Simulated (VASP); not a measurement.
# BN (F-43m) in VASP: settings compared

Aim: see how the results for BN move with the level of theory and the settings. Levels: PBEsol, HSE06. Tasks: single point.

All numbers are computed with VASP 6.6.1; they aren't measurements. Logs are shortened: lines on timing, memory, paths and dates and some standing lists are left out, and cuts for length are marked.

## (1) The cell of the first run

Symmetry: F-43m, No. 216, cubic system. Conventional cell: a = 3.602 Å, b = 3.602 Å, c = 3.602 Å, α = 90.00°, β = 90.00°, γ = 90.00°. N (site symmetry -43m) has 4 B at 1.56 Å within 2.1 Å. Within 2.1 Å of B (site symmetry -43m) lie 4 N at 1.56 Å.

## (2) Single point, PBEsol (volume scaled by 0.98)

INCAR reads:

```
PREC = Accurate ; ENCUT = 520
EDIFF = 1E-7 ; ISMEAR = -1
SIGMA = 0.05 ; LREAL = F
LASPH = T ; NELM = 80
ALGO = Normal ; ISIF = 2
LWAVE = F ; LCHARG = T
GGA = PS ; LELF = T
LVHAR = T ; NBANDS = 11
```

KPOINTS reads:

```
regular mesh
0
Gamma
  13 13 13
```

POSCAR reads:

```
BN
1.0
    0.0000000000      1.8008328414      1.8008328414
    1.8008328414      0.0000000000      1.8008328414
    1.8008328414      1.8008328414      0.0000000000
N B
1 1
Direct
    0.2500000000      0.2500000000      0.2500000000
    0.0000000000      0.0000000000      0.0000000000
```

Potentials or basis: VASP PAW PBE potentials, release 64 (N, B).

Command:

```console
$ cat potpaw_PBE.64/N/POTCAR potpaw_PBE.64/B/POTCAR > POTCAR
$ mpirun -np 1 vasp_std > vasp.out
```

OUTCAR:

```text
PREC = Accurate
   ENCUT = 520
   EDIFF = 1E-7
   ISMEAR = -1
   LREAL = F
   LASPH = T
   NELM = 80
   ISIF = 2
   GGA = PS

 ion  position               nearest neighbor table
   1  0.250  0.250  0.250-   2 1.56   2 1.56   2 1.56   2 1.56
   2  0.000  0.000  0.000-   1 1.56   1 1.56   1 1.56   1 1.56

  LATTYP: Found a face centered cubic cell.
 ALAT       =     3.6016656828

  Lattice vectors:

 A1 = (   0.0000000000,   1.8008328414,   1.8008328414)
 A2 = (   1.8008328414,   0.0000000000,   1.8008328414)
 A3 = (   1.8008328414,   1.8008328414,   0.0000000000)

Analysis of symmetry for initial positions (statically):
=====================================================================
 Subroutine PRICEL returns:
 Original cell was already a primitive cell.

 Routine SETGRP: Setting up the symmetry group for a
 face centered cubic supercell.

 Subroutine GETGRP returns: Found 24 space group operations
 (whereof 24 operations were pure point group operations)
 out of a pool of 48 trial point group operations.

The static configuration has the point symmetry T_d .

Analysis of symmetry for dynamics (positions and initial velocities):
=====================================================================
 Subroutine PRICEL returns:
 Original cell was already a primitive cell.

 Routine SETGRP: Setting up the symmetry group for a
 face centered cubic supercell.

 Subroutine GETGRP returns: Found 24 space group operations
 (whereof 24 operations were pure point group operations)
 out of a pool of 48 trial point group operations.

The dynamic configuration has the point symmetry T_d .

 Subroutine INISYM returns: Found 24 space group operations
 (whereof 24 operations are pure point group operations),
 and found     1 'primitive' translations

----------------------------------------------------------------------------------------

                                     Primitive cell

  volume of cell :      11.6802

  direct lattice vectors                    reciprocal lattice vectors
     0.000000000  1.800832841  1.800832841    -0.277649312  0.277649312  0.277649312
     1.800832841  0.000000000  1.800832841     0.277649312 -0.277649312  0.277649312
     1.800832841  1.800832841  0.000000000     0.277649312  0.277649312 -0.277649312

  length of vectors
     2.546762228  2.546762228  2.546762228     0.480902716  0.480902716  0.480902716

  position of ions in fractional coordinates (direct lattice)
     0.250000000  0.250000000  0.250000000
     0.000000000  0.000000000  0.000000000

  ion indices of the primitive-cell ions
   primitive index   ion index
                 1           1
                 2           2

----------------------------------------------------------------------------------------

 KPOINTS: regular mesh

Automatic generation of k-mesh.
 Grid dimensions read from file:
 generate k-points for:   13   13   13

 Generating k-lattice:

  Cartesian coordinates                     Fractional coordinates (reciprocal lattice)
    -0.021357639  0.021357639  0.021357639     0.076923077  0.000000000  0.000000000
     0.021357639 -0.021357639  0.021357639     0.000000000  0.076923077  0.000000000
     0.021357639  0.021357639 -0.021357639     0.000000000  0.000000000  0.076923077

  Length of vectors
     0.036992517  0.036992517  0.036992517

  Shift w.r.t. Gamma in fractional coordinates (k-lattice)
     0.000000000  0.000000000  0.000000000

 Subroutine IBZKPT returns following result:
 ===========================================

 Found     84 irreducible k-points:

 Following reciprocal coordinates:
            Coordinates               Weight
  0.000000  0.000000  0.000000      1.000000
  0.076923  0.000000  0.000000      8.000000
  0.153846  0.000000  0.000000      8.000000
  0.230769  0.000000  0.000000      8.000000
  0.307692  0.000000  0.000000      8.000000
  0.384615  0.000000  0.000000      8.000000
[... 16 lines left out ...]
  0.384615  0.153846  0.000000     24.000000
  0.461538  0.153846  0.000000     24.000000
 [... further k-points ...]
   k-points           NKPTS =     84   k-points in BZ     NKDIM =     84   number of bands    NBANDS=     11
   number of dos      NEDOS =    301   number of ions     NIONS =      2
   total plane-waves  NPLWV =   8000
   dimension x,y,z NGX =    20 NGY =   20 NGZ =   20
   dimension x,y,z NGXF=    40 NGYF=   40 NGZF=   40
   ions per type =               1   1
   NGX,Y,Z   is equivalent  to a cutoff of  13.06, 13.06, 13.06 a.u.
   NGXF,Y,Z  is equivalent  to a cutoff of  26.11, 26.11, 26.11 a.u.
 SYSTEM =  unknown system
   PREC   = accura    normal or accurate (medium, high low for compatibility)
   ISTART =      0    job   : 0-new  1-cont  2-samecut
   ICHARG =      2    charge: 1-file 2-atom 10-const
   ISPIN  =      1    spin polarized calculation?
   LNONCOLLINEAR =      F non collinear calculations
   LSORBIT =      F    spin-orbit coupling
   LASPH  =      T    aspherical Exc in radial PAW
   ENCUT  =  520.0 eV  38.22 Ry    6.18 a.u.   4.74  4.74  4.74*2*pi/ulx,y,z
   NELM   =     80;   NELMIN=  2; NELMDL= -5     # of ELM steps
   EDIFF  = 0.1E-06   stopping-criterion for ELM
   LREAL  =      F    real-space projection
   EDIFFG = 0.1E-05   stopping-criterion for IOM
   NSW    =      0    number of steps for IOM
   IBRION =     -1    ionic relax: 0-MD 1-quasi-New 2-CG
   NFREE  =      0    steps in history (QN), initial steepest desc. (CG)
   ISIF   =      2    stress and relaxation
   ISYM   =      2    0-nonsym 1-usesym 2-fastsym
   POTIM  = 0.5000    time-step for ionic-motion
   TEBEG  =    0.0;   TEEND  =   0.0 temperature during run
   PSTRESS=    0.0 pullay stress
   NELECT =       8.0000    total number of electrons
   NUPDOWN=      -1.0000    fix difference up-down
   EMIN   =  10.00;   EMAX   =-10.00  energy-range for DOS
   EFERMI =   0.00;   METHOD = LEGACY
   ISMEAR =    -1;   SIGMA  =   0.05  broadening in eV -4-tet -1-fermi 0-gaus
   EFERMI_NEDOS =   21; number of points for ismear=-14 and -15
   IALGO  =     38    algorithm
   IMIX   =      4    mixing-type and parameters
     AMIX     =   0.40;   BMIX     =  1.00
     AMIX_MAG =   1.60;   BMIX_MAG =  1.00
  volume/ion in A,a.u.               =       5.84        39.41
  Fermi-wavevector in a.u.,A,eV,Ry     =   1.443072  2.727011 28.333557  2.082458
  Thomas-Fermi vector in A             =   2.561521
   LORBIT       =      0    0 simple, 1 ext, 2 COOP (PROOUT), +10 PAW based schemes
   GGA     = PS    functional components
   LHFCALC =     F    Hartree Fock is set to
   AEXX    =    0.0000 exact exchange contribution
   IVDW    =     0    specifies the selected vdW correction
   LEPSILON=     F    determine dielectric tensor
   LRPA    =     F    only Hartree local field effects (RPA)
 non-spin polarized calculation
  energy-cutoff  :      520.00
  volume of cell :       11.68
 maximum number of plane-waves:       331
   NGX =  9   NGY =  9   NGZ =  9

 number of electron       7.9999999 magnetization

 Free energy of the ion-electron system (eV)
  ---------------------------------------------------
  ext. energy  EPLUGINS =         0.00000000
  ---------------------------------------------------
  free energy    TOTEN  =       -18.34646383 eV

  energy without entropy =      -18.34646383  energy(sigma->0) =      -18.34646383

 E-fermi :   8.5736     XC(G=0): -13.0704

 val. band max:        7.4999765656   @ k =   0.0000   0.0000   0.0000
 cond. band min:      11.8652309866   @ k =   0.4615   0.4615   0.0000
 fundamental gap:      4.3652544210
 Fermi energy:         8.5736400944

 k-point     1 :       0.0000    0.0000    0.0000
  band No.  band energies     occupation
      1     -12.8800      2.00000
      2       7.5000      2.00000
      3       7.5000      2.00000
      4       7.5000      2.00000
      5      16.3136      0.00000
      6      16.3136      0.00000
      7      16.3136      0.00000
      8      17.9469      0.00000
      9      32.2181      0.00000
     10      35.3259      0.00000
     11      35.3259      0.00000

 k-point     2 :       0.0769    0.0000    0.0000
  band No.  band energies     occupation
      1     -12.7337      2.00000
      2       6.7012      2.00000
      3       7.3415      2.00000
      4       7.3415      2.00000
      5      16.5058      0.00000
      6      16.5539      0.00000
      7      16.5539      0.00000
      8      18.4317      0.00000
      9      31.9969      0.00000
     10      33.1650      0.00000
     11      33.1650      0.00000

 k-point     3 :       0.1538    0.0000    0.0000
  band No.  band energies     occupation
      1     -12.2996      2.00000
      2       4.8115      2.00000
      3       6.9457      2.00000
      4       6.9457      2.00000
      5      16.8162      0.00000
      6      17.1310      0.00000
      7      17.1310      0.00000
      8      19.6111      0.00000
      9      31.4378      0.00000
     10      31.5986      0.00000
     11      31.5986      0.00000

 k-point     4 :       0.2308    0.0000    0.0000
  band No.  band energies     occupation
      1     -11.5929      2.00000
      2       2.5261      2.00000
      3       6.4684      2.00000
      4       6.4684      2.00000
      5      17.1206      0.00000
      6      17.7288      0.00000
      7      17.7288      0.00000
      8      20.8552      0.00000
      9      30.8819      0.00000
     10      31.0071      0.00000
     11      31.0071      0.00000

 k-point     5 :       0.3077    0.0000    0.0000
  band No.  band energies     occupation
      1     -10.6525      2.00000
      2       0.2350      2.00000
      3       6.0346      2.00000
      4       6.0346      2.00000
      5      17.3997      0.00000
      6      18.0900      0.00000
      7      18.0900      0.00000
      8      21.8010      0.00000
      9      30.6078      0.00000
     10      31.4810      0.00000
     11      31.4810      0.00000
[... 211 lines left out ...]
 k-point    21 :       0.2308    0.1538    0.0000
  band No.  band energies     occupation
      1     -11.5884      2.00000
      2       3.9818      2.00000
      3       5.3408      2.00000
      4       5.7577      2.00000
      5      15.2771      0.00000
      6      19.1508      0.00000
      7      19.4050      0.00000
      8      19.9089      0.00000
      9      26.3209      0.00000
     10      34.0330      0.00000
     11      35.5975      0.00000

 k-point    22 :       0.3077    0.1538    0.0000
  band No.  band energies     occupation
      1     -10.8134      2.00000
      2       1.9002      2.00000
      3       4.8992      2.00000
      4       5.3345      2.00000
      5      15.6327      0.00000
      6      19.5490      0.00000
      7      19.9997      0.00000
      8      20.3083      0.00000
      9      26.7730      0.00000
     10      33.9187      0.00000
     11      35.2153      0.00000

 k-point    23 :       0.3846    0.1538    0.0000
  band No.  band energies     occupation
      1      -9.8385      2.00000
      2      -0.1654      2.00000
      3       4.6506      2.00000
      4       4.7554      2.00000
      5      16.0242      0.00000
      6      19.7187      0.00000
      7      20.1841      0.00000
      8      21.0494      0.00000
      9      27.6764      0.00000
     10      33.7151      0.00000
     11      35.5284      0.00000

 k-point    24 :       0.4615    0.1538    0.0000
  band No.  band energies     occupation
      1      -8.8182      2.00000
      2      -1.9182      2.00000
      3       4.1899      2.00000
      4       4.6187      2.00000
      5      16.3292      0.00000
      6      19.6964      0.00000
      7      20.0398      0.00000
      8      22.2010      0.00000
      9      28.2926      0.00000
     10      33.8425      0.00000
     11      35.5646      0.00000

 [... further k-points ...]

------------------------ aborting loop because EDIFF is reached ----------------------------------------

  FORCE on cell =-STRESS in cart. coord.  units (eV):
  Direction    XX          YY          ZZ          XY          YZ          ZX
  --------------------------------------------------------------------------------------
  -------------------------------------------------------------------------------------
  Total        0.1409447      0.1409447      0.1409447      0.0000000      0.0000000     -0.0000000
  in kB       19.3334453     19.3334453     19.3334453      0.0000000      0.0000000     -0.0000000
  external PRESSURE =      19.3334453 kB  Pullay stress =       0.0000000 kB

 VOLUME and BASIS-vectors are now :
 -----------------------------------------------------------------------------
  energy-cutoff  :      520.00
  volume of cell :       11.68
      direct lattice vectors                 reciprocal lattice vectors
     0.000000000  1.800832841  1.800832841    -0.277649312  0.277649312  0.277649312
     1.800832841  0.000000000  1.800832841     0.277649312 -0.277649312  0.277649312
     1.800832841  1.800832841  0.000000000     0.277649312  0.277649312 -0.277649312

 POSITION                                       TOTAL-FORCE (eV/Angst)
 -----------------------------------------------------------------------------------
      0.90042      0.90042      0.90042        -0.000000     -0.000000      0.000000
      0.00000      0.00000      0.00000         0.000000      0.000000     -0.000000
 -----------------------------------------------------------------------------------
    total drift:                                0.000000      0.000000      0.000000

  FREE ENERGIE OF THE ION-ELECTRON SYSTEM (eV)
  ---------------------------------------------------
  free  energy   TOTEN  =       -18.3464638287 eV

  energy  without entropy=      -18.3464638287  energy(sigma->0) =      -18.34646383
```

Wall time 6.2 s (1 thread of AMD EPYC 9R45 (Zen 5), shared host); peak memory 0.09 GiB.

Results:

```yaml
Free_energy: -18.3465 eV
Pressure: 1.9 GPa
Band_gap_on_the_k_mesh: 4.37 eV, indirect (least direct gap 8.81 eV)
```

Levels at points of the mesh, in eV from the valence-band top:
| k point | band 1 | band 2 | band 3 | band 4 | band 5 | band 6 | band 7 | band 8 |
| --- | --- | --- | --- | --- | --- | --- | --- | --- |
| (0.00, 0.00, 0.00) | -20.38 | 0.00 | 0.00 | 0.00 | 8.81 | 8.81 | 8.81 | 10.45 |

Caveat: the PAW data sets were made with another functional, which shifts forces and pressure a little. A k mesh can miss the band edges.

## (3) Single point, PBEsol (volume scaled by 1.02)

INCAR reads:

```
  PREC = Accurate
  ENCUT = 520
  EDIFF = 1E-6
  ISMEAR = -1
  SIGMA = 0.05
  LREAL = False
  LASPH = True
  NELM = 100
  ALGO = Normal
  ISIF = 2
  LWAVE = False
  LCHARG = True
  GGA = PS
  LELF = True
  LVHAR = True
  NBANDS = 11
```

KPOINTS is that of step 2.

POSCAR reads:

```
BN
1.0
    0.0000000000      1.8250079791      1.8250079791
    1.8250079791      0.0000000000      1.8250079791
    1.8250079791      1.8250079791      0.0000000000
N B
1 1
Direct
    0.2500000000      0.2500000000      0.2500000000
    0.0000000000      0.0000000000      0.0000000000
```

Potentials or basis: VASP PAW PBE potentials, release 64 (N, B).

Command:

```console
$ cat potpaw_PBE.64/N/POTCAR potpaw_PBE.64/B/POTCAR > POTCAR
$ mpirun -np 1 vasp_std > vasp.out
```

OUTCAR:

```text
PREC = Accurate
   ENCUT = 520
   EDIFF = 1E-6
   ISMEAR = -1
   LREAL = False
   LASPH = True
   NELM = 100
   ISIF = 2
   GGA = PS

 ion  position               nearest neighbor table
   1  0.250  0.250  0.250-   2 1.58   2 1.58   2 1.58   2 1.58
   2  0.000  0.000  0.000-   1 1.58   1 1.58   1 1.58   1 1.58

  LATTYP: Found a face centered cubic cell.
 ALAT       =     3.6500159582

  Lattice vectors:

 A1 = (   0.0000000000,   1.8250079791,   1.8250079791)
 A2 = (   1.8250079791,   0.0000000000,   1.8250079791)
 A3 = (   1.8250079791,   1.8250079791,   0.0000000000)

Analysis of symmetry for initial positions (statically):
=====================================================================
 Subroutine PRICEL returns:
 Original cell was already a primitive cell.

 Routine SETGRP: Setting up the symmetry group for a
 face centered cubic supercell.

 Subroutine GETGRP returns: Found 24 space group operations
 (whereof 24 operations were pure point group operations)
 out of a pool of 48 trial point group operations.

The static configuration has the point symmetry T_d .

[... 168 lines left out ...]
      1     -12.9162      2.00000
      2       7.0107      2.00000
      3       7.0107      2.00000
      4       7.0107      2.00000
      5      15.6371      0.00000
      6      15.6371      0.00000
      7      15.6371      0.00000
      8      16.8159      0.00000
      9      30.9835      0.00000
     10      34.3482      0.00000
     11      34.3482      0.00000
[... 309 lines left out ...]
 k-point    24 :       0.4615    0.1538    0.0000
  band No.  band energies     occupation
      1      -9.0169      2.00000
      2      -2.1101      2.00000
      3       3.8016      2.00000
      4       4.2448      2.00000
      5      15.6377      0.00000
      6      18.7346      0.00000
      7      19.2388      0.00000
      8      21.2596      0.00000
      9      27.3166      0.00000
     10      32.5879      0.00000
     11      34.4587      0.00000

 [... further k-points ...]

------------------------ aborting loop because EDIFF is reached ----------------------------------------

  FORCE on cell =-STRESS in cart. coord.  units (eV):
  Direction    XX          YY          ZZ          XY          YZ          ZX
  --------------------------------------------------------------------------------------
  -------------------------------------------------------------------------------------
  Total       -0.9658561     -0.9658561     -0.9658561      0.0000000      0.0000000     -0.0000000
  in kB     -127.2912965   -127.2912965   -127.2912965      0.0000000      0.0000000     -0.0000000
  external PRESSURE =    -127.2912965 kB  Pullay stress =       0.0000000 kB

 VOLUME and BASIS-vectors are now :
 -----------------------------------------------------------------------------
  energy-cutoff  :      520.00
  volume of cell :       12.16
      direct lattice vectors                 reciprocal lattice vectors
     0.000000000  1.825007979  1.825007979    -0.273971405  0.273971405  0.273971405
     1.825007979  0.000000000  1.825007979     0.273971405 -0.273971405  0.273971405
     1.825007979  1.825007979  0.000000000     0.273971405  0.273971405 -0.273971405

 POSITION                                       TOTAL-FORCE (eV/Angst)
 -----------------------------------------------------------------------------------
      0.91250      0.91250      0.91250         0.000000      0.000000     -0.000000
      0.00000      0.00000      0.00000        -0.000000      0.000000      0.000000
 -----------------------------------------------------------------------------------
    total drift:                                0.000000      0.000000      0.000000

  FREE ENERGIE OF THE ION-ELECTRON SYSTEM (eV)
  ---------------------------------------------------
  free  energy   TOTEN  =       -18.3305230239 eV

  energy  without entropy=      -18.3305230238  energy(sigma->0) =      -18.33052302
```

stdout:

```text
POSCAR found type information on POSCAR N B
 POSCAR found :  2 types and       2 ions
 scaLAPACK will be used
 -----------------------------------------------------------------------------
|                                                                             |
|                                                                             |
|     You enforced a specific xc type in the INCAR file but a different       |
|     I HOPE YOU KNOW WHAT YOU ARE DOING!                                     |
|                                                                             |
 -----------------------------------------------------------------------------

 LDA part: xc-table for (Slater+PW92), standard interpolation
 POSCAR, INCAR and KPOINTS ok, starting setup
 FFT: planning ... GRIDC
 FFT: planning ... GRID_SOFT
 FFT: planning ... GRID
 WAVECAR not read
 entering main loop
```

It took 5.9 s on 1 thread of AMD EPYC 9R45 (Zen 5), shared host; peak memory 0.09 GiB.

Results:

* Free energy: -18.3305 eV
* Pressure: -12.7 GPa
* Band gap on the k mesh: 4.32 eV, indirect (least direct gap 8.63 eV)

Caveat: the PAW data sets were made with another functional, which shifts forces and pressure a little. A k mesh can miss the band edges.

(Continued in part 2 of 3.)
